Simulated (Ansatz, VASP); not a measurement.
# Two plane-wave programs on CdS

Contents of POSCAR:

```
CdS
1.0
    0.0000000000      2.9100000000      2.9100000000
    2.9100000000      0.0000000000      2.9100000000
    2.9100000000      2.9100000000      0.0000000000
Cd S
1 1
Direct
    0.0000000000      0.0000000000      0.0000000000
    0.7500000000      0.7500000000      0.6469072165
```

The input INCAR.step1:

```
SYSTEM = CdS
PREC = Accurate
ENCUT = 520
ISMEAR = 0
SIGMA = 0.05
LREAL = .FALSE.
LASPH = .TRUE.
NELM = 100
NBANDS = 16
GGA = PE
ALGO = Normal
EDIFF = 1E-4
LWAVE = .TRUE.
LCHARG = .FALSE.
```

INCAR.step2

```
SYSTEM = CdS
PREC = Accurate
ENCUT = 520
EDIFF = 1E-6
ISMEAR = 0
SIGMA = 0.05
LREAL = .FALSE.
LASPH = .TRUE.
NELM = 100
ALGO = Normal
ISIF = 2
LWAVE = .FALSE.
LCHARG = .FALSE.
METAGGA = R2SCAN
LMIXTAU = .TRUE.
NBANDS = 16
ISTART = 1
```

File KPOINTS:

```
regular mesh
0
G
  8 8 8
  0 0 0
```

Input for Ansatz:

```yaml
crystal:
  lattice:
    - [0.0, 2.91, 2.91]
    - [2.91, 0.0, 2.91]
    - [2.91, 2.91, 0.0]
  atoms:
    - { symbol: Cd, position: [0.0, 0.0, 0.0] }
    - { symbol: S, position: [0.75, 0.75, 0.6469072165] }
basis:
  ecutwfc: 500
kpoints:
  mp_grid: { grid: [8, 8, 8] }
hamiltonian:
  xc: r2scan
scf:
  occupations: { method: gaussian, width: 0.05 }
output:
  forces: true
  stress: true
  eigenvalues: true
```

Alike in both runs: task single point; functional r2SCAN; k mesh 8 × 8 × 8; occupations gaussian, width 0.05 eV; no spin polarisation.

|  | VASP | Ansatz |
| --- | --- | --- |
| version | VASP 6.6.1 | Ansatz 0.2.0 |
| potentials or method | VASP PAW PBE potentials, release 64 (Cd, S), cutoff 520 eV | scalar-relativistic, plane waves, PAW |
| valence electrons in the cell | 18 | 26 |

Ansatz gave:

| Property | Result |
| --- | --- |
| gap on the k mesh at the Fermi level (eV) | 1.59 |
| least direct gap on the mesh (eV) | 1.59 |
| pressure (GPa) | 6.8 |
| traceless stress, the component that is largest in VASP (GPa) | -9.04 |
| rms of the force components (eV/Å) | 2.058 |

Problem. Which values does VASP return?

Solution. gap on the k mesh at the Fermi level (eV): 1.59; least direct gap on the mesh (eV): 1.59; pressure (GPa): 7.2; traceless stress, the component that is largest in VASP (GPa): -9.31; rms of the force components (eV/Å): 2.102.

VASP's potentials were made for PBE, not for r2SCAN. Atom by atom the forces differ by 0.044 eV/Å (rms over components). The functional is the same, so the differences come from potentials, cutoffs and numerics. VASP's potentials hold 18 valence electrons a cell and Ansatz's 26, so a difference there can come from the potentials and not from the codes.
